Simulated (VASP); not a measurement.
Set up this calculation in VASP 6.6.1, as the native input.

```
Task                   : relaxation of cell and atoms
Functional             : PBEsol
Potentials or basis    : VASP PAW PBE potentials, release 64 (Ag, Cl)
Cutoff                 : 600 eV
k mesh                 : 6 × 6 × 4
Occupations            : fermi-dirac, width 0.02 eV
Spin                   : no spin polarisation
Dipole correction      : no
Further INCAR settings : ALGO = Normal; EDIFF = 1e-07; IBRION = 2; EDIFFG = -0.005; NSW = 80; ISIF = 3
```

The structure of AgCl lies in POSCAR:

```
AgCl
1.0
    4.5153197776      0.0000000000      0.0000000000
   -2.2576598888      3.9103816336      0.0000000000
    0.0000000000      0.0000000000      5.9750929528
Ag Cl
2 2
Direct
    0.3333333333      0.6666666667      0.2500000000
    0.6666666667      0.3333333333      0.7500000000
    0.6666666667      0.3333333333      0.2500000000
    0.3333333333      0.6666666667      0.7500000000
```

The input as run:

INCAR

```
SYSTEM = AgCl
ALGO = Normal ; EDIFF = 1E-7
EDIFFG = -0.005 ; ENCUT = 600
GGA = PS ; IBRION = 2
ISIF = 3 ; ISMEAR = -1
LASPH = .True. ; LCHARG = .False.
LREAL = .False. ; LWAVE = .False.
NELM = 80 ; NSW = 80
PREC = Accurate ; SIGMA = 0.02
```

KPOINTS

```
k-points
0
Gamma
  6 6 4
  0 0 0
```

Potentials or basis: VASP PAW PBE potentials, release 64 (Ag, Cl).

Command:

```sh
$ cat potpaw_PBE.64/Ag/POTCAR potpaw_PBE.64/Cl/POTCAR > POTCAR
$ mpirun -np 1 vasp_std > vasp.out
```

It gave:

```yaml
Relaxed_volume: 24.03 Å³/atom
Relaxed_cell: a = 4.424 Å, b = 4.424 Å, c = 5.672 Å, α = 90.00°, β = 90.00°, γ = 120.00°
Space_group_after_relaxing_to_0.05_Å: P6_3/mmc (No. 194)
Energy_gained_by_relaxing: 24.2 meV/atom
Ionic_steps: 10
Pressure_after_relaxing: 0.0 GPa
Band_gap_on_the_k_mesh: 1.19 eV, direct
```

Caveat: the PAW data sets were made with another functional, which shifts forces and pressure a little.

It took 9.7 min on 1 thread of Oxide Virtual Turin-like Processor, with other jobs on the host, peak memory 0.24 GiB.
